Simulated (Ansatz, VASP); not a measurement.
**One calculation of Ge, two programs**

```xyz
2
Lattice="0.0000 2.9091 2.6140 2.9091 0.0000 2.6140 2.9091 2.9091 0.0000" Properties=species:S:1:pos:R:3 pbc="T T T"
Ge    2.8751    2.9091    2.6140
Ge    4.3976    4.3636    3.9209
```

Change from the starting cell: mode 4 frozen in at -0.033 Å, strain +e along z and -e/2 along x and y -0.0700.

Alike in both runs: task single point; functional LDA; k mesh 14 × 14 × 14; occupations gaussian, width 0.15 eV; no spin polarisation.

|  | VASP | Ansatz |
| --- | --- | --- |
| version | VASP 6.6.1 | Ansatz 0.2.0 |
| potentials or method | VASP PAW LDA potentials, release 64 (Ge_d), cutoff 520 eV | scalar-relativistic, plane waves, PAW |
| valence electrons in the cell | 28 | 28 |

VASP gave:

| Property | Result |
| --- | --- |
| gap on the k mesh at the Fermi level (eV) | none |
| pressure (GPa) | 0.4 |
| traceless stress, the component that is largest in VASP (GPa) | 4.00 |
| rms of the force components (eV/Å) | 0.424 |

Question: Estimate Ansatz's values.

Answer: gap on the k mesh at the Fermi level (eV): none; pressure (GPa): 0.3; traceless stress, the component that is largest in VASP (GPa): 4.00; rms of the force components (eV/Å): 0.421.

Ansatz warns that its potentials were made for another functional, while VASP's fit it. LDA's correlation is that of Perdew and Zunger in VASP and of Perdew and Wang (1992) in Ansatz. Atom by atom the forces differ by 0.004 eV/Å (rms over components). A gap of «none» marks a metal or a gap that the smearing closes.
